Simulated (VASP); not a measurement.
Input of a VASP 6.6.1 run:

INCAR

```
SYSTEM = InP
ALGO = Normal
EDIFF = 1E-8
ENCUT = 520
GGA = CA
IBRION = 8
ISIF = 2
ISMEAR = -1
LASPH = .TRUE.
LCHARG = .FALSE.
LREAL = .FALSE.
LWAVE = .FALSE.
NBANDS = 16
NELM = 100
NSW = 1
PREC = Accurate
SIGMA = 0.15
```

The input KPOINTS:

```
k-points
0
G
  14 14 14
  0 0 0
```

File POSCAR:

```
InP
1.0
    0.0000000000      2.5725881249      2.5725881249
    2.5725881249      0.0000000000      2.5725881249
    2.5725881249      2.5725881249      0.0000000000
In P
1 1
Direct
    0.0000000000      0.0000000000      0.0000000000
    0.5000000000      0.5000000000      0.5000000000
```

Potentials or basis: VASP PAW LDA potentials, release 64 (In_d, P).

The run is started by

```sh
$ cat potpaw_LDA.64/In_d/POTCAR potpaw_LDA.64/P/POTCAR > POTCAR
$ mpirun -np 1 vasp_std > vasp.out
```

**Question.** What does it give for the highest phonon frequency at Γ, LO-TO splitting left out?

**Answer.** 267 cm⁻¹.

Phonon frequencies in cm⁻¹ (negative: imaginary):
```
              q point        frequencies
(0.000, 0.000, 0.000)  0 0 0 267 267 267
```

Caveat: the cell stands under pressure or tension, which shifts response properties.
